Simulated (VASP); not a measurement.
Wanted: the native input for a VASP 6.6.1 run.

```
Task                   : single point
Functional             : PBEsol
Potentials or basis    : VASP PAW PBE potentials, release 64 (Eu, O)
Cutoff                 : 600 eV
k mesh                 : 9 × 9 × 6
Occupations            : gaussian, width 0.02 eV
Spin                   : collinear spin, ferromagnetic start
Starting moments       : [6.43, 6.43, 0.0, 0.0, 0.0] μB
Hubbard terms          : Eu f U = 6.0 eV
Dipole correction      : no
Further INCAR settings : ALGO = Normal; EDIFF = 1e-06; NBANDS = 38
```

The structure of Eu2O3 lies in POSCAR:

```
Eu2O3
1.0
    3.6797242438      0.0000000000      0.0000000000
   -1.8398621219      3.1867346741      0.0000000000
    0.0000000000      0.0000000000      5.4666691623
Eu O
2 3
Direct
    0.6666666667      0.3333333333      0.7612879517
    0.3333333333      0.6666666667      0.2387120483
    0.0000000000      0.0000000000      0.0000000000
    0.6666666667      0.3333333333      0.3471428549
    0.3333333333      0.6666666667      0.6528571451
```

These files were run (other wordings do the same):

INCAR

```
SYSTEM = Eu2O3
PREC = Accurate ; ENCUT = 600
EDIFF = 1E-6 ; ISMEAR = 0
SIGMA = 0.02 ; LREAL = .FALSE.
LASPH = .TRUE. ; NELM = 200
ALGO = Normal ; ISIF = 2
LWAVE = .FALSE. ; LCHARG = .FALSE.
ISPIN = 2 ; MAGMOM = 6.43 6.43 0 0 0
LORBIT = 11 ; LMAXMIX = 6
LDAU = .TRUE. ; LDAUTYPE = 2
LDAUL = 3 -1 ; LDAUU = 6 0
LDAUJ = 0 0 ; LDAUPRINT = 1
GGA = PS ; NBANDS = 38
GGA_COMPAT = .FALSE.
```

KPOINTS

```
regular mesh
0
G
  9 9 6
  0 0 0
```

Potentials or basis: VASP PAW PBE potentials, release 64 (Eu, O).

The run is started by

```bash
$ cat potpaw_PBE.64/Eu/POTCAR potpaw_PBE.64/O/POTCAR > POTCAR
$ mpirun -np 1 vasp_std > vasp.out
```

Results of the run:

| Quantity | Value |
| --- | --- |
| Pressure | 16.9 GPa |
| Largest force | 0.117 eV/Å |
| Band gap on the k mesh | 2.20 eV (least direct gap 2.24 eV) |
| Net moment | 12.00 μB per cell |
| Site moments | Eu +5.94; O -0.07, -0.05 (each value once) μB |
| Valence electrons inside the program's atomic spheres | Eu 14.65; O 4.99, 5.08 (each value once) |

Caveat: the cell stands under pressure; the PAW data sets were made with another functional, which shifts forces and pressure a little; spin-orbit coupling is left out, which moves the levels of the heavy elements; an odd mesh through Γ misses points on the zone boundary, where band edges can lie.

Wall time 85 min on 1 thread of Intel Xeon 8259CL, on a shared host, peak memory 0.45 GiB.
